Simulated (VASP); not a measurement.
# TaNb3F2 (P6/mmm) in VASP: a series of runs

The runs below take TaNb3F2 through relaxation of cell and atoms, single point, with PBE.

All numbers are computed with VASP 6.6.1; they aren't measurements. Logs are shortened: lines on timing, memory, paths and dates and some standing lists are left out, and cuts for length are marked.

### 1 The cell of the first run

Symmetry: P6/mmm, No. 191, hexagonal system. The conventional cell has a = 5.324 Å, b = 5.324 Å, c = 3.340 Å, α = 90.00°, β = 90.00°, γ = 120.00°. Within 4.0 Å of Ta (site symmetry 6/mmm) lie 6 F at 3.07 Å and 12 Nb at 3.14 Å and 2 Ta at 3.34 Å. Within 3.0 Å of Nb (site symmetry mmm) lie 4 F at 2.27 Å and 4 Nb at 2.66 Å. Within 3.1 Å of F (site symmetry -6m2) lie 6 Nb at 2.27 Å and 3 F at 3.07 Å and 3 Ta at 3.07 Å.

The cell was generated, and may not be a known phase.

### 2 Relaxation of cell and atoms, PBE

INCAR

```
PREC = Accurate
ENCUT = 600
EDIFF = 1E-6
ISMEAR = 0
SIGMA = 0.1
LREAL = False
LASPH = True
NELM = 100
ALGO = Normal
ISIF = 3
LWAVE = False
LCHARG = False
GGA = PE
IBRION = 2
NSW = 90
EDIFFG = -0.04
```

KPOINTS

```
regular mesh
0
Gamma
  6 6 6
```

POSCAR

```
TaNb3F2
1.0
    5.3239748500      0.0000000000      0.0000000000
   -2.6619874300      4.6106974700      0.0000000000
    0.0000000000      0.0000000000      3.3395841200
Ta Nb F
1 3 2
Direct
    0.0000000000      0.0000000000      0.0000000000
    0.5000000000      0.0000000000      0.5000000000
    0.5000000000      0.5000000000      0.5000000000
    0.0000000000      0.5000000000      0.5000000000
    0.3333333300      0.6666666700      0.0000000000
    0.6666666700      0.3333333300      0.0000000000
```

Potentials or basis: VASP PAW PBE potentials, release 64 (Ta_pv, Nb_sv, F).

Started as:

```
cat potpaw_PBE.64/Ta_pv/POTCAR potpaw_PBE.64/Nb_sv/POTCAR potpaw_PBE.64/F/POTCAR > POTCAR
mpirun -np 1 vasp_std > vasp.out
```

OUTCAR:

```text
PREC = Accurate
   ENCUT = 600
   EDIFF = 1E-6
   ISMEAR = 0
   LREAL = False
   LASPH = True
   NELM = 100
   ISIF = 3
   GGA = PE
   IBRION = 2
   NSW = 90
   EDIFFG = -0.04

 ion  position               nearest neighbor table
   1  0.000  0.000  0.000-   3 3.14   3 3.14   3 3.14   3 3.14   2 3.14   2 3.14   2 3.14   2 3.14
                             4 3.14   4 3.14   4 3.14   4 3.14
   2  0.500  0.000  0.500-   5 2.27   6 2.27   5 2.27   6 2.27   4 2.66   4 2.66   3 2.66   3 2.66
                             1 3.14   1 3.14   1 3.14   1 3.14
   3  0.500  0.500  0.500-   5 2.27   6 2.27   5 2.27   6 2.27   4 2.66   4 2.66   2 2.66   2 2.66
                             1 3.14   1 3.14   1 3.14   1 3.14
   4  0.000  0.500  0.500-   5 2.27   6 2.27   5 2.27   6 2.27   2 2.66   2 2.66   3 2.66   3 2.66
                             1 3.14   1 3.14   1 3.14   1 3.14
   5  0.333  0.667  0.000-   4 2.27   4 2.27   2 2.27   2 2.27   3 2.27   3 2.27
   6  0.667  0.333  0.000-   4 2.27   4 2.27   2 2.27   2 2.27   3 2.27   3 2.27

  LATTYP: Found a hexagonal cell.
 ALAT       =     5.3239748500
 C/A-ratio  =     0.6272727077

  Lattice vectors:

 A1 = (   5.3239748500,   0.0000000000,   0.0000000000)
 A2 = (  -2.6619874300,   4.6106974700,   0.0000000000)
 A3 = (   0.0000000000,   0.0000000000,   3.3395841200)

Analysis of symmetry for initial positions (statically):
=====================================================================
 Subroutine PRICEL returns:
 Original cell was already a primitive cell.

 Routine SETGRP: Setting up the symmetry group for a
 hexagonal supercell.

 Subroutine GETGRP returns: Found 24 space group operations
 (whereof 24 operations were pure point group operations)
 out of a pool of 24 trial point group operations.

The static configuration has the point symmetry D_6h.

Analysis of symmetry for dynamics (positions and initial velocities):
=====================================================================
 Subroutine PRICEL returns:
 Original cell was already a primitive cell.

 Routine SETGRP: Setting up the symmetry group for a
 hexagonal supercell.

 Subroutine GETGRP returns: Found 24 space group operations
 (whereof 24 operations were pure point group operations)
 out of a pool of 24 trial point group operations.

The dynamic configuration has the point symmetry D_6h.

 Subroutine INISYM returns: Found 24 space group operations
 (whereof 24 operations are pure point group operations),
 and found     1 'primitive' translations

----------------------------------------------------------------------------------------

                                     Primitive cell

  volume of cell :      81.9776

  direct lattice vectors                    reciprocal lattice vectors
     5.323974850  0.000000000  0.000000000     0.187829588  0.108443463  0.000000000
    -2.661987430  4.610697470  0.000000000     0.000000000  0.216886926  0.000000000
     0.000000000  0.000000000  3.339584120     0.000000000  0.000000000  0.299438482

  length of vectors
     5.323974850  5.323974853  3.339584120     0.216886926  0.216886926  0.299438482

  position of ions in fractional coordinates (direct lattice)
     0.000000000  0.000000000  0.000000000
     0.500000000  0.000000000  0.500000000
     0.500000000  0.500000000  0.500000000
     0.000000000  0.500000000  0.500000000
     0.333333330  0.666666670  0.000000000
     0.666666670  0.333333330  0.000000000

  ion indices of the primitive-cell ions
   primitive index   ion index
                 1           1
                 2           2
                 3           3
                 4           4
                 5           5
                 6           6

----------------------------------------------------------------------------------------

 KPOINTS: regular mesh

Automatic generation of k-mesh.
 Grid dimensions read from file:
 generate k-points for:    6    6    6

 Generating k-lattice:

  Cartesian coordinates                     Fractional coordinates (reciprocal lattice)
     0.031304931  0.018073911  0.000000000     0.166666667 -0.000000000  0.000000000
     0.000000000  0.036147821  0.000000000     0.000000000  0.166666667  0.000000000
     0.000000000  0.000000000  0.049906414     0.000000000  0.000000000  0.166666667

  Length of vectors
     0.036147821  0.036147821  0.049906414

  Shift w.r.t. Gamma in fractional coordinates (k-lattice)
     0.000000000  0.000000000  0.000000000

 Subroutine IBZKPT returns following result:
 ===========================================

 Found     28 irreducible k-points:

 Following reciprocal coordinates:
            Coordinates               Weight
  0.000000  0.000000  0.000000      1.000000
  0.166667 -0.000000  0.000000      6.000000
  0.333333  0.000000  0.000000      6.000000
  0.500000  0.000000  0.000000      3.000000
  0.166667  0.166667  0.000000      6.000000
  0.333333  0.166667  0.000000     12.000000
[... 16 lines left out ...]
  0.166667 -0.000000  0.500000      6.000000
  0.333333  0.000000  0.500000      6.000000
 [... further k-points ...]
   k-points           NKPTS =     28   k-points in BZ     NKDIM =     28   number of bands    NBANDS=     38
   number of dos      NEDOS =    301   number of ions     NIONS =      6
   total plane-waves  NPLWV =  64512
   dimension x,y,z NGX =    48 NGY =   48 NGZ =   28
   dimension x,y,z NGXF=    96 NGYF=   96 NGZF=   56
   ions per type =               1   3   2
   NGX,Y,Z   is equivalent  to a cutoff of  14.99, 14.99, 13.94 a.u.
   NGXF,Y,Z  is equivalent  to a cutoff of  29.98, 29.98, 27.88 a.u.
 SYSTEM =  unknown system
   PREC   = accura    normal or accurate (medium, high low for compatibility)
   ISTART =      0    job   : 0-new  1-cont  2-samecut
   ICHARG =      2    charge: 1-file 2-atom 10-const
   ISPIN  =      1    spin polarized calculation?
   LNONCOLLINEAR =      F non collinear calculations
   LSORBIT =      F    spin-orbit coupling
   LASPH  =      T    aspherical Exc in radial PAW
   ENCUT  =  600.0 eV  44.10 Ry    6.64 a.u.  10.63 10.63  6.67*2*pi/ulx,y,z
   NELM   =    100;   NELMIN=  2; NELMDL= -5     # of ELM steps
   EDIFF  = 0.1E-05   stopping-criterion for ELM
   LREAL  =      F    real-space projection
   EDIFFG = -.4E-01   stopping-criterion for IOM
   NSW    =     90    number of steps for IOM
   IBRION =      2    ionic relax: 0-MD 1-quasi-New 2-CG
   NFREE  =      1    steps in history (QN), initial steepest desc. (CG)
   ISIF   =      3    stress and relaxation
   ISYM   =      2    0-nonsym 1-usesym 2-fastsym
   POTIM  = 0.5000    time-step for ionic-motion
   TEBEG  =    0.0;   TEEND  =   0.0 temperature during run
   PSTRESS=    0.0 pullay stress
   NELECT =      64.0000    total number of electrons
   NUPDOWN=      -1.0000    fix difference up-down
   EMIN   =  10.00;   EMAX   =-10.00  energy-range for DOS
   EFERMI =   0.00;   METHOD = LEGACY
   ISMEAR =     0;   SIGMA  =   0.10  broadening in eV -4-tet -1-fermi 0-gaus
   EFERMI_NEDOS =   21; number of points for ismear=-14 and -15
   IALGO  =     38    algorithm
   IMIX   =      4    mixing-type and parameters
     AMIX     =   0.40;   BMIX     =  1.00
     AMIX_MAG =   1.60;   BMIX_MAG =  1.00
  volume/ion in A,a.u.               =      13.66        92.20
  Fermi-wavevector in a.u.,A,eV,Ry     =   1.507428  2.848625 30.917038  2.272338
  Thomas-Fermi vector in A             =   2.618015
   LORBIT       =      0    0 simple, 1 ext, 2 COOP (PROOUT), +10 PAW based schemes
   GGA     = PE    functional components
   LHFCALC =     F    Hartree Fock is set to
   AEXX    =    0.0000 exact exchange contribution
   IVDW    =     0    specifies the selected vdW correction
   LEPSILON=     F    determine dielectric tensor
   LRPA    =     F    only Hartree local field effects (RPA)
 conjugate gradient relaxation of ions
 non-spin polarized calculation
 Gauss-broadening in eV      SIGMA  =   0.10
  energy-cutoff  :      600.00
  volume of cell :       81.98
 maximum number of plane-waves:      2785
 NGX is ok and might be reduce to    48
   NGX = 21   NGY = 21   NGZ = 13

--------------------------------------- Ionic step        1  -------------------------------------------

 number of electron      64.0000003 magnetization

 Free energy of the ion-electron system (eV)
  ---------------------------------------------------
  ext. energy  EPLUGINS =         0.00000000
  ---------------------------------------------------
  free energy    TOTEN  =       -45.54885379 eV

  energy without entropy =      -45.51855577  energy(sigma->0) =      -45.53370478

 E-fermi :  10.7106     XC(G=0): -12.6668

 val. band max:       10.7056228697   @ k =   0.3333   0.1667   0.3333
 cond. band min:      10.7140684121   @ k =   0.1667   0.1667   0.3333
 fundamental gap:      0.0084455424
 Fermi energy:        10.7106400679

 k-point     1 :       0.0000    0.0000    0.0000
  band No.  band energies     occupation
      1     -44.5845      2.00000
      2     -44.2207      2.00000
      3     -44.2207      2.00000
      4     -23.4552      2.00000
      5     -23.4552      2.00000
      6     -23.2620      2.00000
[... 973 lines left out ...]
     37      13.7541      0.00000
     38      13.9371      0.00000

 [... further k-points ...]

------------------------ aborting loop because EDIFF is reached ----------------------------------------

  FORCE on cell =-STRESS in cart. coord.  units (eV):
  Direction    XX          YY          ZZ          XY          YZ          ZX
  --------------------------------------------------------------------------------------
  -------------------------------------------------------------------------------------
  Total       11.8067090     11.8067090      9.8042911     -0.0000000     -0.0000000     -0.0000000
  in kB      230.7514471    230.7514471    191.6160003     -0.0000003     -0.0000000     -0.0000000
  external PRESSURE =     217.7062982 kB  Pullay stress =       0.0000000 kB
[... 225 lines left out ...]
  energy  without entropy=      -46.1515382427  energy(sigma->0) =      -46.16659711

--------------------------------------- Ionic step        7  -------------------------------------------

 number of electron      64.0000012 magnetization

 Free energy of the ion-electron system (eV)
  ---------------------------------------------------
  ext. energy  EPLUGINS =         0.00000000
  ---------------------------------------------------
  free energy    TOTEN  =       -46.18452658 eV

  energy without entropy =      -46.15574852  energy(sigma->0) =      -46.17013755

 E-fermi :   9.1070     XC(G=0): -12.0332

 val. band max:        9.0953943815   @ k =   0.3333   0.0000   0.1667
 cond. band min:       9.1296547626   @ k =   0.3333   0.1667   0.3333
 fundamental gap:      0.0342603811
 Fermi energy:         9.1069527638

 k-point     1 :       0.0000    0.0000    0.0000
  band No.  band energies     occupation
      1     -46.1697      2.00000
      2     -45.9280      2.00000
      3     -45.9280      2.00000
      4     -25.3708      2.00000
      5     -25.3708      2.00000
      6     -25.2595      2.00000
[... 973 lines left out ...]
     37      11.7898      0.00000
     38      11.9571      0.00000

 [... further k-points ...]

------------------------ aborting loop because EDIFF is reached ----------------------------------------

  FORCE on cell =-STRESS in cart. coord.  units (eV):
  Direction    XX          YY          ZZ          XY          YZ          ZX
  --------------------------------------------------------------------------------------
  -------------------------------------------------------------------------------------
  Total        0.1579545      0.1579545      0.1675976     -0.0000000      0.0000000     -0.0000000
  in kB        2.7423120      2.7423120      2.9097298     -0.0000000      0.0000000     -0.0000000
  external PRESSURE =       2.7981179 kB  Pullay stress =       0.0000000 kB
[... 21 lines left out ...]
  FREE ENERGIE OF THE ION-ELECTRON SYSTEM (eV)
  ---------------------------------------------------
  free  energy   TOTEN  =       -46.1845265798 eV

  energy  without entropy=      -46.1557485184  energy(sigma->0) =      -46.17013755

 reached required accuracy - stopping structural energy minimisation
```

Run time: 5.6 min. Hardware: 1 thread of AMD EPYC 9R45 (Zen 5), shared host; peak memory 0.28 GiB.

What came out:

| Item | Value |
| --- | --- |
| Free energy | -46.1845 eV |
| Relaxed volume | 15.38 Å³/atom |
| Relaxed cell | a = 5.516 Å, b = 5.516 Å, c = 3.503 Å, α = 90.00°, β = 90.00°, γ = 120.00° |
| Space group after relaxing (to 0.1 Å) | P6/mmm (No. 191) |
| Energy gained by relaxing | 105.9 meV/atom |
| Ionic steps | 7 |
| Pressure after relaxing | 0.3 GPa |
| Band gap on the k mesh | zero (bands 32 and 33 overlap by 0.75 eV) |

The path:
```csv
step,energy change (eV),largest force (eV/Å),pressure (GPa),volume (Å³)
1,0.0000,0.0000,21.77,81.98
2,0.1254,0.0000,-15.29,106.03
3,-0.6284,0.0000,-0.42,92.45
4,-0.6289,0.0000,0.01,92.18
5,-0.6287,0.0000,0.35,91.96
6,-0.6328,0.0000,0.31,92.08
7,-0.6357,0.0000,0.28,92.28
```

Final structure:
```
CELL_PARAMETERS angstrom
5.51557 0.00000 0.00000
-2.75778 4.77662 0.00000
0.00000 0.00000 3.50280
ATOMIC_POSITIONS crystal
Ta 0.00000 0.00000 0.00000
Nb 0.50000 0.00000 0.50000
Nb 0.50000 0.50000 0.50000
Nb 0.00000 0.50000 0.50000
F 0.33333 0.66667 0.00000
F 0.66667 0.33333 0.00000
```

Levels at points of the mesh, in eV from the Fermi level:
| k point | band 30 | band 31 | band 32 | band 33 | band 34 | band 35 |
| --- | --- | --- | --- | --- | --- | --- |
| (0.00, 0.00, 0.00) | -1.25 | -0.17 | -0.17 | 1.67 | 2.02 | 2.02 |
| (0.50, 0.00, 0.00) | -0.36 | -0.30 | -0.18 | 0.14 | 0.32 | 0.50 |
| (0.00, 0.00, 0.50) | -1.16 | -0.65 | -0.50 | -0.50 | 0.94 | 0.94 |
| (0.50, 0.00, 0.50) | -0.66 | -0.52 | -0.11 | 0.07 | 0.68 | 0.97 |

Caveat: spin-orbit coupling is left out, which moves the levels of the heavy elements.

### 3 Single point, PBE

This run uses another cell than the first one, of 15.41 Å³/atom.

INCAR

```
ALGO = Normal
EDIFF = 1E-7
ENCUT = 520
GGA = PE
ISIF = 2
ISMEAR = 0
LASPH = T
LCHARG = F
LREAL = F
LWAVE = F
NBANDS = 41
NELM = 100
PREC = Accurate
SIGMA = 0.1
```

KPOINTS

```
k-points
0
Gamma
  12 12 10
```

POSCAR

```
TaNb3F2
1.0
    5.5282560788      0.0000000000      0.0000000000
   -2.7641280394      4.7876102029      0.0000000000
    0.0000000000      0.0000000000      3.4933910384
Ta Nb F
1 3 2
Direct
    0.0000000000      0.0000000000      0.0000000000
    0.5000000000      0.0000000000      0.5000000000
    0.5000000000      0.5000000000      0.5000000000
    0.0000000000      0.5000000000      0.5000000000
    0.3333333333      0.6666666667      0.0000000000
    0.6666666667      0.3333333333      0.0000000000
```

Potentials or basis: VASP PAW PBE potentials, release 64 (Ta_pv, Nb_sv, F).

Started as:

```
cat potpaw_PBE.64/Ta_pv/POTCAR potpaw_PBE.64/Nb_sv/POTCAR potpaw_PBE.64/F/POTCAR > POTCAR
mpirun -np 1 vasp_std > vasp.out
```

Run time: 3.8 min. Hardware: 1 thread of AMD EPYC 9R45 (Zen 5), shared host; peak memory 0.44 GiB.

Results (log left out):

* Free energy: -46.2097 eV
* Pressure: -0.3 GPa
* Band gap on the k mesh: zero (bands 32 and 33 overlap by 0.74 eV)

Stress tensor (GPa, compression positive):
```
-0.32  0.00  0.00
 0.00 -0.32  0.00
 0.00  0.00 -0.18
```

Levels at points of the mesh, in eV from the Fermi level:
```csv
k point,band 28,band 29,band 30,band 31,band 32,band 33,band 34,band 35,band 36,band 37
"(0.00, 0.00, 0.00)",-1.55,-1.21,-1.21,-0.19,-0.19,1.64,1.99,1.99,2.20,2.42
"(0.50, 0.00, 0.00)",-0.59,-0.59,-0.33,-0.30,-0.15,0.14,0.31,0.49,0.84,1.02
"(0.00, 0.00, 0.50)",-1.50,-1.17,-1.17,-0.61,-0.51,-0.51,0.93,0.93,1.71,2.49
"(0.50, 0.00, 0.50)",-1.14,-0.90,-0.64,-0.53,-0.09,0.08,0.71,0.98,1.55,1.93
```

Caveat: spin-orbit coupling is left out, which moves the levels of the heavy elements.

The gap in the log of VASP goes by the Fermi energy; the results here count the filled bands.